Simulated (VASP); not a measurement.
# Ti (P2_1/m) in VASP: single point with PBEsol

Aim: the single point of Ti with PBEsol.

Program: VASP 6.6.1. These are calculated values, not measurements. Logs are shortened: lines on timing, memory, paths and dates and some standing lists are left out, and cuts for length are marked.

**1. The cell of the first run**

The structure is monoclinic, space group P2_1/m (No. 11). The conventional cell has a = 3.282 Å, b = 3.282 Å, c = 9.907 Å, α = 90.00°, β = 96.34°, γ = 90.00°. Ti (site symmetry m) has 6 Ti at 2.38 to 2.84 Å within 3.1 Å. Ti (site symmetry m) has 14 Ti at 2.84 to 3.28 Å within 3.7 Å. Within 3.7 Å of Ti (site symmetry m) lie 14 Ti at 2.84 to 3.46 Å.

**2. Single point, PBEsol (layers slid over each other)**

The input, INCAR:

```
PREC     = Accurate       # precision mode
ENCUT    = 500            # plane-wave cutoff, eV
EDIFF    = 1E-6           # SCF threshold, eV
ISMEAR   = 0              # smearing method
SIGMA    = 0.15           # smearing width, eV
LREAL    = False          # projectors in reciprocal space
LASPH    = True           # aspherical terms in the spheres
NELM     = 120            # most SCF steps
ALGO     = Normal         # electronic algorithm
ISIF     = 2              # what is computed and relaxed
LWAVE    = False          # write WAVECAR
LCHARG   = True           # write CHGCAR
GGA      = PS             # functional
LELF     = True           # ELF
LVHAR    = True         
NBANDS   = 45             # bands
GGA_COMPAT= False
```

The input, KPOINTS:

```
regular mesh
0
Gamma
  14 14 5
```

The input, POSCAR:

```
Ti
1.0
   -3.2820000000      0.0000000000      0.0000000000
    0.0000000000     -3.2820000000      0.0000000000
    0.0000000000     -1.0940000000      9.8460000000
Ti
6
Direct
    0.5000000000      0.4722277778      0.0833166667
    0.0000000000     -0.3055500000      0.9166500000
    0.5000000000      0.3611166667      0.4166500000
    0.0000000000     -0.0833277778      0.2499833333
    0.5000000000      0.2500055556      0.7499833333
    0.0000000000     -0.1944388889      0.5833166667
```

Potentials or basis: VASP PAW PBE potentials, release 64 (Ti_sv).

Run with:

```
$ cat potpaw_PBE.64/Ti_sv/POTCAR > POTCAR
$ mpirun -np 1 vasp_std > vasp.out
```

OUTCAR:

```text
PREC = Accurate
   ENCUT = 500
   EDIFF = 1E-6
   ISMEAR = 0
   LREAL = False
   LASPH = True
   NELM = 120
   ISIF = 2
   GGA = PS

 ion  position               nearest neighbor table
   1  0.500  0.472  0.083-   2 2.38   2 2.38   4 2.84   4 2.84   4 2.84   4 2.84
   2  0.000  0.694  0.917-   1 2.38   1 2.38   5 2.84   5 2.84   5 2.84   5 2.84
   3  0.500  0.361  0.417-   4 2.84   4 2.84   6 2.84   6 2.84   6 2.84   6 2.84   4 2.84   4 2.84

   4  0.000  0.917  0.250-   1 2.84   1 2.84   1 2.84   1 2.84   3 2.84   3 2.84   3 2.84   3 2.84

   5  0.500  0.250  0.750-   6 2.84   6 2.84   6 2.84   6 2.84   2 2.84   2 2.84   2 2.84   2 2.84

   6  0.000  0.806  0.583-   5 2.84   5 2.84   5 2.84   5 2.84   3 2.84   3 2.84   3 2.84   3 2.84

  LATTYP: Found a simple monoclinic cell.
 ALAT       =     3.2820000000
 B/A-ratio  =     1.0000000000
 C/A-ratio  =     3.0184617127
 COS(beta)  =    -0.1104315261

  Lattice vectors:

 A1 = (   0.0000000000,  -3.2820000000,   0.0000000000)
 A2 = (  -3.2820000000,   0.0000000000,   0.0000000000)
 A3 = (   0.0000000000,   1.0940000000,  -9.8460000000)

Analysis of symmetry for initial positions (statically):
=====================================================================
 Subroutine PRICEL returns:
 Original cell was already a primitive cell.

 Routine SETGRP: Setting up the symmetry group for a
 simple monoclinic supercell.

 Subroutine GETGRP returns: Found  4 space group operations
 (whereof  2 operations were pure point group operations)
 out of a pool of  4 trial point group operations.

The static configuration has the point symmetry C_1h.
 The point group associated with its full space group is C_2h.

Analysis of symmetry for dynamics (positions and initial velocities):
=====================================================================
 Subroutine PRICEL returns:
 Original cell was already a primitive cell.

 Routine SETGRP: Setting up the symmetry group for a
 simple monoclinic supercell.

 Subroutine GETGRP returns: Found  4 space group operations
 (whereof  2 operations were pure point group operations)
 out of a pool of  4 trial point group operations.

The dynamic configuration has the point symmetry C_1h.
 The point group associated with its full space group is C_2h.

 Subroutine INISYM returns: Found  4 space group operations
 (whereof  2 operations are pure point group operations),
 and found     1 'primitive' translations

----------------------------------------------------------------------------------------

                                     Primitive cell

  volume of cell :     106.0564

  direct lattice vectors                    reciprocal lattice vectors
    -3.282000000  0.000000000  0.000000000    -0.304692261  0.000000000  0.000000000
     0.000000000 -3.282000000  0.000000000     0.000000000 -0.304692261 -0.033854696
     0.000000000 -1.094000000  9.846000000     0.000000000  0.000000000  0.101564087

  length of vectors
     3.282000000  3.282000000  9.906591341     0.304692261  0.306567308  0.101564087

  position of ions in fractional coordinates (direct lattice)
     0.500000000  0.472227778  0.083316667
     0.000000000  0.694450000  0.916650000
     0.500000000  0.361116667  0.416650000
     0.000000000  0.916672222  0.249983333
     0.500000000  0.250005556  0.749983333
     0.000000000  0.805561111  0.583316667

  ion indices of the primitive-cell ions
   primitive index   ion index
                 1           1
                 2           2
                 3           3
                 4           4
                 5           5
                 6           6

----------------------------------------------------------------------------------------

 KPOINTS: regular mesh

Automatic generation of k-mesh.
 Grid dimensions read from file:
 generate k-points for:   14   14    5

 Generating k-lattice:

  Cartesian coordinates                     Fractional coordinates (reciprocal lattice)
    -0.021763733  0.000000000  0.000000000     0.071428571  0.000000000  0.000000000
     0.000000000 -0.021763733 -0.002418193     0.000000000  0.071428571  0.000000000
     0.000000000  0.000000000  0.020312817     0.000000000  0.000000000  0.200000000

  Length of vectors
     0.021763733  0.021897665  0.020312817

  Shift w.r.t. Gamma in fractional coordinates (k-lattice)
     0.000000000  0.000000000  0.000000000

 Subroutine IBZKPT returns following result:
 ===========================================

 Found    288 irreducible k-points:

 Following reciprocal coordinates:
            Coordinates               Weight
  0.000000  0.000000  0.000000      1.000000
  0.071429  0.000000  0.000000      2.000000
  0.142857  0.000000  0.000000      2.000000
  0.214286  0.000000  0.000000      2.000000
  0.285714  0.000000  0.000000      2.000000
  0.357143  0.000000  0.000000      2.000000
[... 16 lines left out ...]
  0.428571  0.142857 -0.000000      4.000000
  0.500000  0.142857 -0.000000      2.000000
 [... further k-points ...]
   k-points           NKPTS =    288   k-points in BZ     NKDIM =    288   number of bands    NBANDS=     45
   number of dos      NEDOS =    301   number of ions     NIONS =      6
   total plane-waves  NPLWV =  41472
   dimension x,y,z NGX =    24 NGY =   24 NGZ =   72
   dimension x,y,z NGXF=    48 NGYF=   48 NGZF=  144
   ions per type =               6
   NGX,Y,Z   is equivalent  to a cutoff of  12.16, 12.16, 12.08 a.u.
   NGXF,Y,Z  is equivalent  to a cutoff of  24.31, 24.31, 24.17 a.u.
 SYSTEM =  unknown system
   PREC   = accura    normal or accurate (medium, high low for compatibility)
   ISTART =      0    job   : 0-new  1-cont  2-samecut
   ICHARG =      2    charge: 1-file 2-atom 10-const
   ISPIN  =      1    spin polarized calculation?
   LNONCOLLINEAR =      F non collinear calculations
   LSORBIT =      F    spin-orbit coupling
   LASPH  =      T    aspherical Exc in radial PAW
   ENCUT  =  500.0 eV  36.75 Ry    6.06 a.u.   5.98  5.98 18.06*2*pi/ulx,y,z
   NELM   =    120;   NELMIN=  2; NELMDL= -5     # of ELM steps
   EDIFF  = 0.1E-05   stopping-criterion for ELM
   LREAL  =      F    real-space projection
   EDIFFG = 0.1E-04   stopping-criterion for IOM
   NSW    =      0    number of steps for IOM
   IBRION =     -1    ionic relax: 0-MD 1-quasi-New 2-CG
   NFREE  =      0    steps in history (QN), initial steepest desc. (CG)
   ISIF   =      2    stress and relaxation
   ISYM   =      2    0-nonsym 1-usesym 2-fastsym
   POTIM  = 0.5000    time-step for ionic-motion
   TEBEG  =    0.0;   TEEND  =   0.0 temperature during run
   PSTRESS=    0.0 pullay stress
   NELECT =      72.0000    total number of electrons
   NUPDOWN=      -1.0000    fix difference up-down
   EMIN   =  10.00;   EMAX   =-10.00  energy-range for DOS
   EFERMI =   0.00;   METHOD = LEGACY
   ISMEAR =     0;   SIGMA  =   0.15  broadening in eV -4-tet -1-fermi 0-gaus
   EFERMI_NEDOS =   21; number of points for ismear=-14 and -15
   IALGO  =     38    algorithm
   IMIX   =      4    mixing-type and parameters
     AMIX     =   0.40;   BMIX     =  1.00
     AMIX_MAG =   1.60;   BMIX_MAG =  1.00
  volume/ion in A,a.u.               =      17.68       119.28
  Fermi-wavevector in a.u.,A,eV,Ry     =   1.438821  2.718977 28.166848  2.070205
  Thomas-Fermi vector in A             =   2.557745
   LORBIT       =      0    0 simple, 1 ext, 2 COOP (PROOUT), +10 PAW based schemes
   GGA     = PS    functional components
   LHFCALC =     F    Hartree Fock is set to
   AEXX    =    0.0000 exact exchange contribution
   IVDW    =     0    specifies the selected vdW correction
   LEPSILON=     F    determine dielectric tensor
   LRPA    =     F    only Hartree local field effects (RPA)
 non-spin polarized calculation
 Gauss-broadening in eV      SIGMA  =   0.15
  energy-cutoff  :      500.00
  volume of cell :      106.06
 maximum number of plane-waves:      2724
 NGX is ok and might be reduce to    24
   NGX = 11   NGY = 11   NGZ = 37

 number of electron      72.0000041 magnetization

 Free energy of the ion-electron system (eV)
  ---------------------------------------------------
  ext. energy  EPLUGINS =         0.00000000
  ---------------------------------------------------
  free energy    TOTEN  =       -48.56346809 eV

  energy without entropy =      -48.40885320  energy(sigma->0) =      -48.48616064

 E-fermi :   7.7481     XC(G=0): -11.5200

 val. band max:        7.7480655273   @ k =   0.2857   0.4286  -0.0000
 cond. band min:       7.7483013280   @ k =   0.4286   0.0000   0.4000
 fundamental gap:      0.0002358007
 Fermi energy:         7.7480841135

 k-point     1 :       0.0000    0.0000    0.0000
  band No.  band energies     occupation
      1     -48.6004      2.00000
      2     -48.5570      2.00000
      3     -48.5036      2.00000
      4     -48.4298      2.00000
      5     -48.4090      2.00000
      6     -48.1089      2.00000
[... 37 lines left out ...]
     44       9.6649      0.00000
     45       9.9219      0.00000

 k-point     2 :       0.0714    0.0000    0.0000
  band No.  band energies     occupation
      1     -48.5973      2.00000
      2     -48.5556      2.00000
      3     -48.5014      2.00000
      4     -48.4280      2.00000
      5     -48.4105      2.00000
      6     -48.1132      2.00000
[... 37 lines left out ...]
     44       9.5994      0.00000
     45       9.8510      0.00000

 k-point     3 :       0.1429    0.0000    0.0000
  band No.  band energies     occupation
      1     -48.5884      2.00000
      2     -48.5515      2.00000
      3     -48.4956      2.00000
      4     -48.4219      2.00000
      5     -48.4152      2.00000
      6     -48.1257      2.00000
[... 37 lines left out ...]
     44       9.5923      0.00000
     45       9.7140      0.00000

 k-point     4 :       0.2143    0.0000    0.0000
  band No.  band energies     occupation
      1     -48.5749      2.00000
      2     -48.5453      2.00000
      3     -48.4892      2.00000
      4     -48.4228      2.00000
      5     -48.4091      2.00000
      6     -48.1461      2.00000
[... 901 lines left out ...]
     44       9.8049      0.00000
     45       9.8324      0.00000

 k-point    23 :       0.4286    0.1429   -0.0000
  band No.  band energies     occupation
      1     -48.5246      2.00000
      2     -48.5212      2.00000
      3     -48.4781      2.00000
      4     -48.4597      2.00000
      5     -48.3201      2.00000
      6     -48.2421      2.00000
[... 37 lines left out ...]
     44       9.5781      0.00000
     45       9.8332      0.00000

 k-point    24 :       0.5000    0.1429   -0.0000
  band No.  band energies     occupation
      1     -48.5195      2.00000
      2     -48.5195      2.00000
      3     -48.4710      2.00000
      4     -48.4710      2.00000
      5     -48.2811      2.00000
      6     -48.2811      2.00000
[... 37 lines left out ...]
     44       9.3844      0.00000
     45       9.9355      0.00000

 [... further k-points ...]

------------------------ aborting loop because EDIFF is reached ----------------------------------------

  FORCE on cell =-STRESS in cart. coord.  units (eV):
  Direction    XX          YY          ZZ          XY          YZ          ZX
  --------------------------------------------------------------------------------------
  -------------------------------------------------------------------------------------
  Total       -1.2782663     -6.8001645     -3.9250120      0.0000000      1.1845393      0.0000000
  in kB      -19.3105635   -102.7289888    -59.2945233      0.0000000     17.8946447      0.0000000
  external PRESSURE =     -60.4446919 kB  Pullay stress =       0.0000000 kB

 VOLUME and BASIS-vectors are now :
 -----------------------------------------------------------------------------
  energy-cutoff  :      500.00
  volume of cell :      106.06
      direct lattice vectors                 reciprocal lattice vectors
    -3.282000000  0.000000000  0.000000000    -0.304692261  0.000000000  0.000000000
     0.000000000 -3.282000000  0.000000000     0.000000000 -0.304692261 -0.033854696
     0.000000000 -1.094000000  9.846000000     0.000000000  0.000000000  0.101564087

 POSITION                                       TOTAL-FORCE (eV/Angst)
 -----------------------------------------------------------------------------------
     -1.64100     -1.64100      0.82034         0.000000      1.128320      1.233789
      0.00000     -3.28200      9.02534         0.000000     -1.128320     -1.233789
     -1.64100     -1.64100      4.10234         0.000000     -0.035296     -0.045525
      0.00000     -3.28200      2.46134         0.000000     -0.147172     -0.156946
     -1.64100     -1.64100      7.38434         0.000000      0.147172      0.156946
      0.00000     -3.28200      5.74334         0.000000      0.035296      0.045525
 -----------------------------------------------------------------------------------
    total drift:                               -0.000000      0.000000     -0.000005

  FREE ENERGIE OF THE ION-ELECTRON SYSTEM (eV)
  ---------------------------------------------------
  free  energy   TOTEN  =       -48.5634680871 eV

  energy  without entropy=      -48.4088531970  energy(sigma->0) =      -48.48616064
```

Run time: 30 min. Hardware: 1 thread of Intel Xeon 8259CL, shared host; peak memory 0.85 GiB.

Results:

```
Free energy            : -48.5635 eV
Pressure               : -6.0 GPa
Largest force          : 1.672 eV/Å
Band gap on the k mesh : zero (bands 36 and 37 overlap by 1.25 eV)
```

Forces on the atoms (eV/Å):
```
Ti   0.000  1.128  1.234
Ti   0.000 -1.128 -1.234
Ti   0.000 -0.035 -0.046
Ti   0.000 -0.147 -0.157
Ti   0.000  0.147  0.157
Ti   0.000  0.035  0.046
```

Stress tensor (GPa, compression positive):
```
 -1.93   0.00   0.00
  0.00 -10.27   1.79
  0.00   1.79  -5.93
```

Levels at points of the mesh, in eV from the Fermi level:
| k point | band 34 | band 35 | band 36 | band 37 | band 38 | band 39 |
| --- | --- | --- | --- | --- | --- | --- |
| (0.00, 0.00, 0.00) | -0.14 | 0.36 | 0.93 | 0.95 | 0.95 | 0.99 |
| (0.50, 0.00, 0.00) | -0.08 | 0.26 | 0.26 | 0.44 | 0.44 | 0.54 |
| (0.00, 0.50, 0.00) | -0.20 | -0.04 | 0.05 | 0.18 | 0.39 | 0.70 |
| (0.50, 0.50, 0.00) | -0.57 | -0.46 | -0.46 | -0.03 | -0.03 | 0.29 |

Caveat: the cell differs from its parent crystal (layers slid over each other); the cell stands under tension; the PAW data sets were made with another functional, which shifts forces and pressure a little.
